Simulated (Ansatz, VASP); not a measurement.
## HfB2: VASP beside Ansatz

INCAR

```
SYSTEM = HfB2
ALGO     = Normal         ! electronic algorithm
EDIFF    = 1E-6           ! SCF threshold, eV
EDIFFG   = -0.01          ! ionic threshold
ENCUT    = 600            ! plane-wave cutoff, eV
GGA      = CA             ! functional
IBRION   = 2              ! ionic algorithm
ISIF     = 3              ! what is computed and relaxed
ISMEAR   = -1             ! smearing method
LASPH    = .TRUE.         ! aspherical terms in the spheres
LCHARG   = .FALSE.        ! write CHGCAR
LREAL    = .FALSE.        ! projectors in reciprocal space
LWAVE    = .FALSE.        ! write WAVECAR
NELM     = 100            ! most SCF steps
NSW      = 60             ! ionic steps
PREC     = Accurate       ! precision mode
SIGMA    = 0.05           ! smearing width, eV
```

KPOINTS

```
k-points
0
G
  10 10 8
  0 0 0
```

The input POSCAR:

```
HfB2
1.0
    3.1400000000      0.0000000000      0.0000000000
   -1.5700000000      2.7193197679      0.0000000000
    0.0000000000      0.0000000000      3.4800000000
Hf B
1 2
Direct
    0.0000000000      0.0000000000      0.0000000000
    0.6666666667      0.3333333333      0.5000000000
    0.3333333333      0.6666666667      0.5000000000
```

The input input.yaml:

```yaml
crystal:
  lattice:
    - [3.14, 0.0, 0.0]
    - [-1.57, 2.7193197679, 0.0]
    - [0.0, 0.0, 3.48]
  atoms:
    - { symbol: Hf, position: [0.0, 0.0, 0.0] }
    - { symbol: B, position: [0.6666666667, 0.3333333333, 0.5] }
    - { symbol: B, position: [0.3333333333, 0.6666666667, 0.5] }
hamiltonian:
  xc: lda
  pseudopotentials: { kind: paw }
kpoints:
  mp_grid: { grid: [10, 10, 8] }
scf:
  occupations: { method: fermi_dirac, width: 0.05 }
output:
  forces: true
  stress: true
  write_density: true
  write_potential: true
  elf: true
  volumetric_format: npy
relax:
  f_tol: 0.01
  max_steps: 40
  cell: { stress_tol: 0.05 }
```

Alike in both runs: task relaxation of cell and atoms; functional LDA; k mesh 10 × 10 × 8; occupations fermi-dirac, width 0.05 eV; no spin polarisation.

```csv
,VASP,Ansatz
version,VASP 6.6.1,Ansatz 0.2.0
potentials or method,"VASP PAW LDA potentials, release 64 (Hf_pv, B)",Ansatz PAW
plane-wave cutoff (eV),600,420
valence electrons in the cell,16,32
```

VASP gave:

- gap on the k mesh at the Fermi level, each at its own relaxed structure (eV): none
- relaxed volume (Å³/atom): 9.54
- relaxed cell length with the largest relative difference (Å): 3.432

Which values does Ansatz return?

gap on the k mesh at the Fermi level, each at its own relaxed structure (eV): none; relaxed volume (Å³/atom): 9.52; relaxed cell length with the largest relative difference (Å): 3.426.

LDA's correlation is that of Perdew and Zunger in VASP and of Perdew and Wang (1992) in Ansatz. A gap of «none» marks a metal or a gap that the smearing closes. VASP's potentials hold 16 valence electrons a cell and Ansatz's 32, so a difference there can come from the potentials and not from the codes.

Neither program's run includes spin-orbit coupling. Noted on Ansatz's run: the plane-wave basis is chosen anew once the cell has moved, so the energies of steps on either side of that aren't comparable.
